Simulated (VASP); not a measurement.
A run of VASP 6.6.1:

The input INCAR:

```
SYSTEM = Si
  ALGO = Normal
  EDIFF = 1E-7
  EDIFFG = -0.005
  ENCUT = 600
  GGA = PE
  IBRION = 2
  ISIF = 3
  ISMEAR = 0
  IVDW = 12
  LASPH = .TRUE.
  LCHARG = .FALSE.
  LREAL = .FALSE.
  LWAVE = .FALSE.
  NELM = 80
  NSW = 100
  PREC = Accurate
  SIGMA = 0.02
```

The input KPOINTS:

```
k-points
0
G
  8 8 8
  0 0 0
```

POSCAR

```
Si
1.0
    0.0000000000      2.7218511865      2.7218511865
    2.7218511865      0.0000000000      2.7218511865
    2.7218511865      2.7218511865      0.0000000000
Si
2
Direct
    0.2500000000      0.2500000000      0.2500000000
    0.0000000000      0.0000000000      0.0000000000
```

Potentials or basis: VASP PAW PBE potentials, release 64 (Si).

Command:

```sh
$ cat potpaw_PBE.64/Si/POTCAR > POTCAR
$ mpirun -np 1 vasp_std > vasp.out
```

Hardware: 1 thread of Intel(R) Xeon(R) 6975P-C (Granite Rapids), on a shared host.

Q: How long does it take, and how much memory?

A: Wall time 9.4 s on 1 thread of Intel(R) Xeon(R) 6975P-C (Granite Rapids) (shared host), peak memory 0.18 GiB. Counts: scf iterations 26, k points 29, ion steps 3.
